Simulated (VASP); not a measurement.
Wanted: the native input for a VASP 6.6.1 run.

* Task: electric field gradients
* Functional: PBE
* Potentials or basis: VASP PAW PBE potentials, release 64 (Cd, S)
* Cutoff: 520 eV
* k mesh: 7 × 7 × 7
* Occupations: fermi-dirac, width 0.02 eV
* Spin: no spin polarisation
* Dipole correction: no
* Further INCAR settings: ALGO = Normal; EDIFF = 1e-08; NBANDS = 16

The structure of CdS lies in POSCAR:

```
CdS
1.0
    0.0000000000      2.9135239302      2.9429534649
    2.9135239302      0.0000000000      2.9429534649
    2.9135239302      2.9135239302      0.0000000000
Cd S
1 1
Direct
    0.0000000000      0.0000000000      0.0000000000
    0.7500000000      0.7500000000      0.7500000000
```

This cell differs from its parent crystal: equal xx and yy strain of -1 %.

The input as run:

INCAR

```
SYSTEM = CdS
  PREC = Accurate
  ENCUT = 520
  EDIFF = 1E-8
  ISMEAR = -1
  SIGMA = 0.02
  LREAL = .False.
  LASPH = .True.
  NELM = 60
  ALGO = Normal
  ISIF = 2
  LWAVE = .False.
  LCHARG = .False.
  GGA = PE
  LEFG = .True.
  NBANDS = 16
```

KPOINTS

```
regular mesh
0
Gamma
  7 7 7
  0 0 0
```

Potentials or basis: VASP PAW PBE potentials, release 64 (Cd, S).

Command:

```bash
$ cat potpaw_PBE.64/Cd/POTCAR potpaw_PBE.64/S/POTCAR > POTCAR
$ mpirun -np 1 vasp_std > vasp.out
```

Results of the run:

The pressure is 2.7 GPa and the band gap on the k mesh is 1.12 eV, direct.

Caveat: the cell differs from its parent crystal (equal xx and yy strain of -1 %); without QUAD_EFG the Cq values of the log hold for a quadrupole moment of 1 mb, not for the nuclei.

Wall time 20 s on 1 thread of Intel(R) Xeon(R) 6975P-C (Granite Rapids) (shared host), peak memory 0.18 GiB.
